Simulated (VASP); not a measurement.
# AgI (P6_3mc) in VASP: further runs

AgI is run at these levels: PBEsol; tasks: single point.

Everything below comes from runs of VASP 6.6.1. Logs are shortened: lines on timing, memory, paths and dates and some standing lists are left out, and cuts for length are marked.

## 1. The cell of the first run

The structure is hexagonal, space group P6_3mc (No. 186). Conventional cell: a = 4.514 Å, b = 4.514 Å, c = 7.543 Å, α = 90.00°, β = 90.00°, γ = 120.00°. Ag (site symmetry 3m) has 4 I at 2.78 to 2.79 Å within 3.7 Å. Within 3.7 Å of I (site symmetry 3m) lie 4 Ag at 2.78 to 2.79 Å.

## 2. Single point, PBEsol (in-plane strain -0.01, then relaxed in part)

Contents of INCAR:

```
SYSTEM = AgI
ALGO = Normal
EDIFF = 1E-6
ENCUT = 500
GGA = PS
GGA_COMPAT = .FALSE.
ISIF = 2
ISMEAR = 0
LASPH = .TRUE.
LCHARG = .TRUE.
LELF = .TRUE.
LREAL = .FALSE.
LVHAR = .TRUE.
LWAVE = .FALSE.
NBANDS = 26
NELM = 120
PREC = Accurate
SIGMA = 0.01
```

Contents of KPOINTS:

```
k-points
0
G
  6 6 4
  0 0 0
```

Contents of POSCAR:

```
AgI
1.0
    4.5135033752      0.0000000000      0.0000000000
   -2.2567516876      3.9088085830      0.0000000000
    0.0000000000      0.0000000000      7.5433613790
Ag I
2 2
Direct
    0.6666666667      0.3333333333      0.6305735203
    0.3333333333      0.6666666667      0.1305735203
    0.6666666667      0.3333333333     -0.0005735203
    0.3333333333      0.6666666667      0.4994264797
```

Potentials or basis: VASP PAW PBE potentials, release 64 (Ag, I).

On the command line:

```bash
> cat potpaw_PBE.64/Ag/POTCAR potpaw_PBE.64/I/POTCAR > POTCAR
> mpirun -np 1 vasp_std > vasp.out
```

OUTCAR:

```text
SYSTEM = AgI
   EDIFF = 1E-6
   ENCUT = 500
   GGA = PS
   ISIF = 2
   ISMEAR = 0
   LASPH = .TRUE.
   LREAL = .FALSE.
   NELM = 120
   PREC = Accurate

 ion  position               nearest neighbor table
   1  0.667  0.333  0.631-   3 2.78   4 2.79   4 2.79   4 2.79
   2  0.333  0.667  0.131-   4 2.78   3 2.79   3 2.79   3 2.79
   3  0.667  0.333  0.999-   1 2.78   2 2.79   2 2.79   2 2.79
   4  0.333  0.667  0.499-   2 2.78   1 2.79   1 2.79   1 2.79

  LATTYP: Found a hexagonal cell.
 ALAT       =     4.5135033752
 C/A-ratio  =     1.6712874129

  Lattice vectors:

 A1 = (   4.5135033752,   0.0000000000,   0.0000000000)
 A2 = (  -2.2567516876,   3.9088085830,   0.0000000000)
 A3 = (   0.0000000000,   0.0000000000,   7.5433613790)

Analysis of symmetry for initial positions (statically):
=====================================================================
 Subroutine PRICEL returns:
 Original cell was already a primitive cell.

 Routine SETGRP: Setting up the symmetry group for a
 hexagonal supercell.

 Subroutine GETGRP returns: Found 12 space group operations
 (whereof  6 operations were pure point group operations)
 out of a pool of 24 trial point group operations.

The static configuration has the point symmetry C_3v.
 The point group associated with its full space group is C_6v.

Analysis of symmetry for dynamics (positions and initial velocities):
=====================================================================
 Subroutine PRICEL returns:
 Original cell was already a primitive cell.

 Routine SETGRP: Setting up the symmetry group for a
 hexagonal supercell.

 Subroutine GETGRP returns: Found 12 space group operations
 (whereof  6 operations were pure point group operations)
 out of a pool of 24 trial point group operations.

The dynamic configuration has the point symmetry C_3v.
 The point group associated with its full space group is C_6v.

 Subroutine INISYM returns: Found 12 space group operations
 (whereof  6 operations are pure point group operations),
 and found     1 'primitive' translations

----------------------------------------------------------------------------------------

                                     Primitive cell

  volume of cell :     133.0832

  direct lattice vectors                    reciprocal lattice vectors
     4.513503375  0.000000000  0.000000000     0.221557384  0.127916215  0.000000000
    -2.256751688  3.908808583  0.000000000     0.000000000  0.255832430  0.000000000
     0.000000000  0.000000000  7.543361379     0.000000000  0.000000000  0.132566896

  length of vectors
     4.513503375  4.513503375  7.543361379     0.255832430  0.255832430  0.132566896

  position of ions in fractional coordinates (direct lattice)
     0.666666667  0.333333333  0.630573520
     0.333333333  0.666666667  0.130573520
     0.666666667  0.333333333  0.999426480
     0.333333333  0.666666667  0.499426480

  ion indices of the primitive-cell ions
   primitive index   ion index
                 1           1
                 2           2
                 3           3
                 4           4

----------------------------------------------------------------------------------------

 KPOINTS: k-points

Automatic generation of k-mesh.
 Grid dimensions read from file:
 generate k-points for:    6    6    4

 Generating k-lattice:

  Cartesian coordinates                     Fractional coordinates (reciprocal lattice)
     0.036926231  0.021319369  0.000000000     0.166666667  0.000000000  0.000000000
     0.000000000  0.042638738  0.000000000     0.000000000  0.166666667  0.000000000
     0.000000000  0.000000000  0.033141724     0.000000000  0.000000000  0.250000000

  Length of vectors
     0.042638738  0.042638738  0.033141724

  Shift w.r.t. Gamma in fractional coordinates (k-lattice)
     0.000000000  0.000000000  0.000000000

 Subroutine IBZKPT returns following result:
 ===========================================

 Found     21 irreducible k-points:

 Following reciprocal coordinates:
            Coordinates               Weight
  0.000000  0.000000  0.000000      1.000000
  0.166667  0.000000  0.000000      6.000000
  0.333333  0.000000  0.000000      6.000000
  0.500000  0.000000  0.000000      3.000000
  0.166667  0.166667  0.000000      6.000000
  0.333333  0.166667  0.000000     12.000000
[... 13 lines left out ...]
  0.333333  0.166667  0.500000     12.000000
  0.333333  0.333333  0.500000      2.000000
   k-points           NKPTS =     21   k-points in BZ     NKDIM =     21   number of bands    NBANDS=     26
   number of dos      NEDOS =    301   number of ions     NIONS =      4
   total plane-waves  NPLWV =  72576
   dimension x,y,z NGX =    36 NGY =   36 NGZ =   56
   dimension x,y,z NGXF=    72 NGYF=   72 NGZF=  112
   ions per type =               2   2
   NGX,Y,Z   is equivalent  to a cutoff of  13.26, 13.26, 12.34 a.u.
   NGXF,Y,Z  is equivalent  to a cutoff of  26.52, 26.52, 24.68 a.u.
 SYSTEM =  AgI
   PREC   = accura    normal or accurate (medium, high low for compatibility)
   ISTART =      0    job   : 0-new  1-cont  2-samecut
   ICHARG =      2    charge: 1-file 2-atom 10-const
   ISPIN  =      1    spin polarized calculation?
   LNONCOLLINEAR =      F non collinear calculations
   LSORBIT =      F    spin-orbit coupling
   LASPH  =      T    aspherical Exc in radial PAW
   ENCUT  =  500.0 eV  36.75 Ry    6.06 a.u.   8.23  8.23 13.75*2*pi/ulx,y,z
   NELM   =    120;   NELMIN=  2; NELMDL= -5     # of ELM steps
   EDIFF  = 0.1E-05   stopping-criterion for ELM
   LREAL  =      F    real-space projection
   EDIFFG = 0.1E-04   stopping-criterion for IOM
   NSW    =      0    number of steps for IOM
   IBRION =     -1    ionic relax: 0-MD 1-quasi-New 2-CG
   NFREE  =      0    steps in history (QN), initial steepest desc. (CG)
   ISIF   =      2    stress and relaxation
   ISYM   =      2    0-nonsym 1-usesym 2-fastsym
   POTIM  = 0.5000    time-step for ionic-motion
   TEBEG  =    0.0;   TEEND  =   0.0 temperature during run
   PSTRESS=    0.0 pullay stress
   NELECT =      36.0000    total number of electrons
   NUPDOWN=      -1.0000    fix difference up-down
   EMIN   =  10.00;   EMAX   =-10.00  energy-range for DOS
   EFERMI =   0.00;   METHOD = LEGACY
   ISMEAR =     0;   SIGMA  =   0.01  broadening in eV -4-tet -1-fermi 0-gaus
   EFERMI_NEDOS =   21; number of points for ismear=-14 and -15
   IALGO  =     38    algorithm
   IMIX   =      4    mixing-type and parameters
     AMIX     =   0.40;   BMIX     =  1.00
     AMIX_MAG =   1.60;   BMIX_MAG =  1.00
  volume/ion in A,a.u.               =      33.27       224.52
  Fermi-wavevector in a.u.,A,eV,Ry     =   1.058769  2.000784 15.252025  1.120992
  Thomas-Fermi vector in A             =   2.194091
   LORBIT       =      0    0 simple, 1 ext, 2 COOP (PROOUT), +10 PAW based schemes
   GGA     = PS    functional components
   LHFCALC =     F    Hartree Fock is set to
   AEXX    =    0.0000 exact exchange contribution
   IVDW    =     0    specifies the selected vdW correction
   LEPSILON=     F    determine dielectric tensor
   LRPA    =     F    only Hartree local field effects (RPA)
 non-spin polarized calculation
 Gauss-broadening in eV      SIGMA  =   0.01
  energy-cutoff  :      500.00
  volume of cell :      133.08
 maximum number of plane-waves:      3402
 NGX is ok and might be reduce to    36
   NGX = 17   NGY = 17   NGZ = 27

 number of electron      36.0000002 magnetization

 Free energy of the ion-electron system (eV)
  ---------------------------------------------------
  ext. energy  EPLUGINS =         0.00000000
  ---------------------------------------------------
  free energy    TOTEN  =       -10.90491008 eV

  energy without entropy =      -10.90491008  energy(sigma->0) =      -10.90491008

 E-fermi :   3.3820     XC(G=0):  -8.7683

 val. band max:        3.3408003044   @ k =   0.0000   0.0000   0.0000
 cond. band min:       4.5547409602   @ k =   0.0000   0.0000   0.0000
 fundamental gap:      1.2139406558
 Fermi energy:         3.3820008544

 k-point     1 :       0.0000    0.0000    0.0000
  band No.  band energies     occupation
      1      -9.6785      2.00000
      2      -9.3716      2.00000
      3      -1.1096      2.00000
      4      -1.0920      2.00000
      5      -1.0373      2.00000
      6      -1.0373      2.00000
[... 18 lines left out ...]
     25       9.9472      0.00000
     26      10.5089      0.00000

 k-point     2 :       0.1667    0.0000    0.0000
  band No.  band energies     occupation
      1      -9.6085      2.00000
      2      -9.3350      2.00000
      3      -1.1135      2.00000
      4      -1.0619      2.00000
      5      -0.9980      2.00000
      6      -0.9627      2.00000
[... 18 lines left out ...]
     25      10.1452      0.00000
     26      10.4991      0.00000

 k-point     3 :       0.3333    0.0000    0.0000
  band No.  band energies     occupation
      1      -9.4522      2.00000
      2      -9.2706      2.00000
      3      -1.2109      2.00000
      4      -1.0445      2.00000
      5      -0.9296      2.00000
      6      -0.8255      2.00000
[... 18 lines left out ...]
     25      10.5008      0.00000
     26      11.1620      0.00000

 k-point     4 :       0.5000    0.0000    0.0000
  band No.  band energies     occupation
      1      -9.3552      2.00000
      2      -9.2531      2.00000
      3      -1.1942      2.00000
      4      -1.1129      2.00000
      5      -0.9021      2.00000
      6      -0.7909      2.00000
[... 18 lines left out ...]
     25      10.7581      0.00000
     26      12.4987      0.00000
[... 409 lines left out ...]
      1      -9.3903      2.00000
      2      -9.3903      2.00000
      3      -1.2355      2.00000
      4      -1.2355      2.00000
      5      -0.9032      2.00000
      6      -0.9032      2.00000
[... 18 lines left out ...]
     25      10.3098      0.00000
     26      10.3098      0.00000

 k-point    20 :       0.3333    0.1667    0.5000
  band No.  band energies     occupation
      1      -9.3031      2.00000
      2      -9.3031      2.00000
      3      -1.2269      2.00000
      4      -1.2269      2.00000
      5      -0.8506      2.00000
      6      -0.8506      2.00000
[... 18 lines left out ...]
     25      10.7986      0.00000
     26      10.7986      0.00000

 k-point    21 :       0.3333    0.3333    0.5000
  band No.  band energies     occupation
      1      -9.2738      2.00000
      2      -9.2738      2.00000
      3      -1.1014      2.00000
      4      -1.1014      2.00000
      5      -0.9317      2.00000
      6      -0.9317      2.00000
[... 18 lines left out ...]
     25      11.4138      0.00000
     26      11.4138      0.00000

------------------------ aborting loop because EDIFF is reached ----------------------------------------

  FORCE on cell =-STRESS in cart. coord.  units (eV):
  Direction    XX          YY          ZZ          XY          YZ          ZX
  --------------------------------------------------------------------------------------
  -------------------------------------------------------------------------------------
  Total        0.3066064      0.3066064     -0.0539561      0.0000000      0.0000000      0.0000000
  in kB        3.6912098      3.6912098     -0.6495732      0.0000000      0.0000000      0.0000000
  external PRESSURE =       2.2442821 kB  Pullay stress =       0.0000000 kB

 VOLUME and BASIS-vectors are now :
 -----------------------------------------------------------------------------
  energy-cutoff  :      500.00
  volume of cell :      133.08
      direct lattice vectors                 reciprocal lattice vectors
     4.513503375  0.000000000  0.000000000     0.221557384  0.127916215  0.000000000
    -2.256751688  3.908808583  0.000000000     0.000000000  0.255832430  0.000000000
     0.000000000  0.000000000  7.543361379     0.000000000  0.000000000  0.132566896

 POSITION                                       TOTAL-FORCE (eV/Angst)
 -----------------------------------------------------------------------------------
      2.25675      1.30294      4.75664        -0.000000      0.000000     -0.000583
     -0.00000      2.60587      0.98496         0.000000     -0.000000     -0.000583
      2.25675      1.30294      7.53904         0.000000     -0.000000      0.000583
     -0.00000      2.60587      3.76735         0.000000     -0.000000      0.000583
 -----------------------------------------------------------------------------------
    total drift:                               -0.000000     -0.000000      0.000922

  FREE ENERGIE OF THE ION-ELECTRON SYSTEM (eV)
  ---------------------------------------------------
  free  energy   TOTEN  =       -10.9049100765 eV

  energy  without entropy=      -10.9049100765  energy(sigma->0) =      -10.90491008
```

It took 46 s on 1 thread of Oxide Virtual Turin-like, shared host; peak memory 0.24 GiB.

What came out:

```
Free energy            : -10.9049 eV
Pressure               : 0.2 GPa
Band gap on the k mesh : 1.21 eV
```

Levels at points of the mesh, in eV from the valence-band top:
| k point | band 15 | band 16 | band 17 | band 18 | band 19 | band 20 | band 21 | band 22 |
| --- | --- | --- | --- | --- | --- | --- | --- | --- |
| (0.00, 0.00, 0.00) | -0.77 | -0.09 | 0.00 | 0.00 | 1.21 | 2.63 | 5.60 | 5.70 |
| (0.50, 0.00, 0.00) | -2.36 | -1.87 | -1.17 | -0.73 | 3.21 | 3.52 | 4.59 | 5.72 |
| (0.00, 0.00, 0.50) | -0.40 | -0.40 | -0.40 | -0.40 | 2.59 | 2.59 | 5.48 | 5.48 |
| (0.50, 0.00, 0.50) | -1.39 | -1.39 | -1.30 | -1.30 | 3.06 | 3.06 | 4.75 | 4.75 |

Caveat: the cell differs from its parent crystal (in-plane strain -0.01, then relaxed in part); the PAW data sets were made with another functional, which shifts forces and pressure a little; spin-orbit coupling is left out, which moves the levels of the heavy elements.

(Continued in part 2 of 2.)
